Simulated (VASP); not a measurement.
# TaH (Cmmm) in VASP: single point with PBE

Aim: the single point of TaH with PBE.

Everything below comes from runs of VASP 6.6.1. Logs are shortened: lines on timing, memory, paths and dates and some standing lists are left out, and cuts for length are marked.

### Step 1. The cell of the first run

Symmetry: Cmmm, No. 65, orthorhombic system. Conventional cell: a = 2.803 Å, b = 5.601 Å, c = 2.873 Å, α = 90.00°, β = 90.00°, γ = 90.00°. Ta (site symmetry mmm) has 4 H at 2.01 Å within 2.7 Å. H (site symmetry mmm) has 4 Ta at 2.01 Å within 2.7 Å.

### Step 2. Single point, PBE

INCAR reads:

```
PREC     = Accurate       # precision mode
ENCUT    = 500            # plane-wave cutoff, eV
EDIFF    = 1E-6           # SCF threshold, eV
ISMEAR   = 0              # smearing method
SIGMA    = 0.2            # smearing width, eV
LREAL    = False          # projectors in reciprocal space
LASPH    = True           # aspherical terms in the spheres
NELM     = 120            # most SCF steps
ALGO     = Normal         # electronic algorithm
ISIF     = 2              # what is computed and relaxed
LWAVE    = False          # write WAVECAR
LCHARG   = True           # write CHGCAR
GGA      = PE             # functional
LELF     = True           # ELF
LVHAR    = True         
NBANDS   = 13             # bands
GGA_COMPAT= False
```

KPOINTS reads:

```
Automatic mesh
0
Gamma
  7 7 5
```

POSCAR reads:

```
TaH
1.0
    1.4014998348     -2.8004446250      0.0000000000
    1.4014998348      2.8004446250      0.0000000000
    0.0000000000      0.0000000000      2.8728837203
Ta H
1 1
Direct
    0.5000000000      0.5000000000      0.0000000000
    0.0000000000      0.0000000000      0.5000000000
```

Potentials or basis: VASP PAW PBE potentials, release 64 (Ta_pv, H).

On the command line:

```
$ cat potpaw_PBE.64/Ta_pv/POTCAR potpaw_PBE.64/H/POTCAR > POTCAR
$ mpirun -np 1 vasp_std > vasp.out
```

OUTCAR:

```text
PREC = Accurate
   ENCUT = 500
   EDIFF = 1E-6
   ISMEAR = 0
   LREAL = False
   LASPH = True
   NELM = 120
   ISIF = 2
   GGA = PE

 ion  position               nearest neighbor table
   1  0.500  0.500  0.000-   2 2.01   2 2.01   2 2.01   2 2.01
   2  0.000  0.000  0.500-   1 2.01   1 2.01   1 2.01   1 2.01

  LATTYP: Found a base centered orthorhombic cell.
 ALAT       =     2.8029996696
 B/A-ratio  =     1.9981769212
 C/A-ratio  =     1.0249318797

  Lattice vectors:

 A1 = (   1.4014998348,  -2.8004446250,   0.0000000000)
 A2 = (   1.4014998348,   2.8004446250,   0.0000000000)
 A3 = (   0.0000000000,   0.0000000000,   2.8728837203)

Analysis of symmetry for initial positions (statically):
=====================================================================
 Subroutine PRICEL returns:
 Original cell was already a primitive cell.

 Routine SETGRP: Setting up the symmetry group for a
 base centered orthorhombic supercell.

 Subroutine GETGRP returns: Found  8 space group operations
 (whereof  8 operations were pure point group operations)
 out of a pool of  8 trial point group operations.

The static configuration has the point symmetry D_2h.

Analysis of symmetry for dynamics (positions and initial velocities):
=====================================================================
 Subroutine PRICEL returns:
 Original cell was already a primitive cell.

 Routine SETGRP: Setting up the symmetry group for a
 base centered orthorhombic supercell.

 Subroutine GETGRP returns: Found  8 space group operations
 (whereof  8 operations were pure point group operations)
 out of a pool of  8 trial point group operations.

The dynamic configuration has the point symmetry D_2h.

 Subroutine INISYM returns: Found  8 space group operations
 (whereof  8 operations are pure point group operations),
 and found     1 'primitive' translations

----------------------------------------------------------------------------------------

                                     Primitive cell

  volume of cell :      22.5511

  direct lattice vectors                    reciprocal lattice vectors
     1.401499835 -2.800444625  0.000000000     0.356760656 -0.178543077  0.000000000
     1.401499835  2.800444625  0.000000000     0.356760656  0.178543077  0.000000000
     0.000000000  0.000000000  2.872883720     0.000000000  0.000000000  0.348082309

  length of vectors
     3.131563808  3.131563808  2.872883720     0.398943349  0.398943349  0.348082309

  position of ions in fractional coordinates (direct lattice)
[... 83 lines left out ...]
   IBRION =     -1    ionic relax: 0-MD 1-quasi-New 2-CG
   NFREE  =      0    steps in history (QN), initial steepest desc. (CG)
   ISIF   =      2    stress and relaxation
   ISYM   =      2    0-nonsym 1-usesym 2-fastsym
   POTIM  = 0.5000    time-step for ionic-motion
   TEBEG  =    0.0;   TEEND  =   0.0 temperature during run
   PSTRESS=    0.0 pullay stress
   NELECT =      12.0000    total number of electrons
   NUPDOWN=      -1.0000    fix difference up-down
   EMIN   =  10.00;   EMAX   =-10.00  energy-range for DOS
   EFERMI =   0.00;   METHOD = LEGACY
   ISMEAR =     0;   SIGMA  =   0.20  broadening in eV -4-tet -1-fermi 0-gaus
   EFERMI_NEDOS =   21; number of points for ismear=-14 and -15
   IALGO  =     38    algorithm
   IMIX   =      4    mixing-type and parameters
     AMIX     =   0.40;   BMIX     =  1.00
     AMIX_MAG =   1.60;   BMIX_MAG =  1.00
  volume/ion in A,a.u.               =      11.28        76.09
  Fermi-wavevector in a.u.,A,eV,Ry     =   1.326618  2.506945 23.945101  1.759915
  Thomas-Fermi vector in A             =   2.455991
   LORBIT       =      0    0 simple, 1 ext, 2 COOP (PROOUT), +10 PAW based schemes
   GGA     = PE    functional components
   LHFCALC =     F    Hartree Fock is set to
   AEXX    =    0.0000 exact exchange contribution
   IVDW    =     0    specifies the selected vdW correction
   LEPSILON=     F    determine dielectric tensor
   LRPA    =     F    only Hartree local field effects (RPA)
 non-spin polarized calculation
 Gauss-broadening in eV      SIGMA  =   0.20
  energy-cutoff  :      500.00
  volume of cell :       22.55
 maximum number of plane-waves:       593
   NGX = 11   NGY = 11   NGZ = 11

 number of electron      12.0000000 magnetization

 Free energy of the ion-electron system (eV)
  ---------------------------------------------------
  ext. energy  EPLUGINS =         0.00000000
  ---------------------------------------------------
  free energy    TOTEN  =       -14.59725767 eV

  energy without entropy =      -14.58025985  energy(sigma->0) =      -14.58875876

 E-fermi :   5.2443     XC(G=0): -11.8851

 val. band max:        5.2085974516   @ k =   0.2857   0.1429   0.2000
 cond. band min:       5.3049575708   @ k =   0.2857   0.1429   0.4000
 fundamental gap:      0.0963601192
 Fermi energy:         5.2443454566

 k-point     1 :       0.0000    0.0000    0.0000
  band No.  band energies     occupation
      1     -29.1165      2.00000
      2     -29.0281      2.00000
      3     -28.8477      2.00000
      4      -5.2731      2.00000
      5       1.8596      2.00000
      6       3.3104      2.00000
      7       6.8679      0.00000
      8       9.6223      0.00000
      9      10.1269      0.00000
     10      15.4861      0.00000
     11      16.2990      0.00000
     12      16.3097      0.00000
     13      18.9906      0.00000
[... 354 lines left out ...]
  band No.  band energies     occupation
      1     -29.5512      2.00000
      2     -29.2671      2.00000
      3     -29.2169      2.00000
      4      -1.7976      2.00000
      5       2.3186      2.00000
      6       4.7190      1.99980
      7       5.9043      0.00000
      8       6.5191      0.00000
      9       9.5852      0.00000
     10      13.6569      0.00000
     11      14.6642      0.00000
     12      17.2847      0.00000
     13      18.9964      0.00000

 [... further k-points ...]
[... 5 lines left out ...]
  --------------------------------------------------------------------------------------
  -------------------------------------------------------------------------------------
  Total        0.0277741     -0.0059750      0.0193322     -0.0000000      0.0000000      0.0000000
  in kB        1.9732493     -0.4245054      1.3734814     -0.0000000      0.0000000      0.0000000
  external PRESSURE =       0.9740751 kB  Pullay stress =       0.0000000 kB

 VOLUME and BASIS-vectors are now :
 -----------------------------------------------------------------------------
  energy-cutoff  :      500.00
  volume of cell :       22.55
      direct lattice vectors                 reciprocal lattice vectors
     1.401499835 -2.800444625  0.000000000     0.356760656 -0.178543077  0.000000000
     1.401499835  2.800444625  0.000000000     0.356760656  0.178543077  0.000000000
     0.000000000  0.000000000  2.872883720     0.000000000  0.000000000  0.348082309

 POSITION                                       TOTAL-FORCE (eV/Angst)
 -----------------------------------------------------------------------------------
      1.40150      0.00000      0.00000        -0.000000      0.000000      0.000000
      0.00000      0.00000      1.43644         0.000000      0.000000      0.000000
 -----------------------------------------------------------------------------------
    total drift:                               -0.000000     -0.000000     -0.000000

  FREE ENERGIE OF THE ION-ELECTRON SYSTEM (eV)
  ---------------------------------------------------
  free  energy   TOTEN  =       -14.5972576664 eV

  energy  without entropy=      -14.5802598537  energy(sigma->0) =      -14.58875876
```

OSZICAR:

```text
N       E                     dE             d eps       ncg     rms          rms(c)
DAV:   1     0.644829256836E+02    0.64483E+02   -0.66827E+03  1248   0.882E+02
DAV:   2    -0.140095461018E+02   -0.78492E+02   -0.76160E+02  1468   0.245E+02
DAV:   3    -0.153887872863E+02   -0.13792E+01   -0.13734E+01  1503   0.304E+01
DAV:   4    -0.153936952504E+02   -0.49080E-02   -0.49073E-02  1452   0.202E+00
DAV:   5    -0.153937239307E+02   -0.28680E-04   -0.28678E-04  1498   0.141E-01    0.144E+01
DAV:   6    -0.147195868873E+02    0.67414E+00   -0.55433E-01  1533   0.734E+00    0.669E+00
DAV:   7    -0.145983007030E+02    0.12129E+00   -0.36781E-01  1488   0.524E+00    0.844E-01
DAV:   8    -0.145975255814E+02    0.77512E-03   -0.27668E-02  1403   0.135E+00    0.264E-01
DAV:   9    -0.145972691270E+02    0.25645E-03   -0.10292E-03  1456   0.330E-01    0.521E-02
DAV:  10    -0.145972581710E+02    0.10956E-04   -0.54463E-05  1463   0.629E-02    0.132E-02
DAV:  11    -0.145972576664E+02    0.50461E-06   -0.25819E-06  1430   0.124E-02
   1 F= -.14597258E+02 E0= -.14588759E+02  d E =-.169978E-01
```

It took 5.9 s on 1 thread of Intel Xeon 6975P-C (Granite Rapids), shared host; peak memory 0.14 GiB.

What came out:

```
Free energy            : -14.5973 eV
Pressure               : 0.1 GPa
Band gap on the k mesh : zero (band 6 reaches 5.50 eV, above the bottom of band 7 at 4.83 eV)
```

Levels at points of the mesh, in eV from the Fermi level:
```csv
k point,band 4,band 5,band 6,band 7,band 8,band 9
"(0.00, 0.00, 0.00)",-10.52,-3.38,-1.93,1.62,4.38,4.88
```

Caveat: the k points lie up to 0.44 Å⁻¹ apart; spin-orbit coupling is left out, which moves the levels of the heavy elements.
